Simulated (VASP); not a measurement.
A run of VASP 6.6.1:

The input INCAR:

```
SYSTEM = Mg
PREC = Accurate
ENCUT = 520
EDIFF = 1E-6
ISMEAR = 0
SIGMA = 0.1
LREAL = .FALSE.
LASPH = .TRUE.
NELM = 100
ALGO = Normal
ISIF = 2
LWAVE = .FALSE.
LCHARG = .FALSE.
GGA = PE
NBANDS = 7
```

Contents of KPOINTS:

```
regular mesh
0
G
  16 16 16
  0 0 0
```

The input POSCAR:

```
Mg
1.0
    0.0000000000      2.2593346182      2.2593346182
    2.2593346182      0.0000000000      2.2593346182
    2.2593346182      2.2593346182      0.0000000000
Mg
1
Direct
    0.0000000000      0.0000000000      0.0000000000
```

Potentials or basis: VASP PAW PBE potentials, release 64 (Mg).

Launch:

```sh
$ cat potpaw_PBE.64/Mg/POTCAR > POTCAR
$ mpirun -np 1 vasp_std > vasp.out
```

Hardware: 1 thread of Intel(R) Xeon(R) Platinum 8259CL CPU @ 2.50GHz (Skylake/Cascade Lake), with other jobs on the host.

Task: How long does it take, and how much memory?

Result: It took 8.7 s on 1 thread of Intel(R) Xeon(R) Platinum 8259CL CPU @ 2.50GHz (Skylake/Cascade Lake), with other jobs on the host, peak memory 0.15 GiB. Counts: scf iterations 9, k points 145.
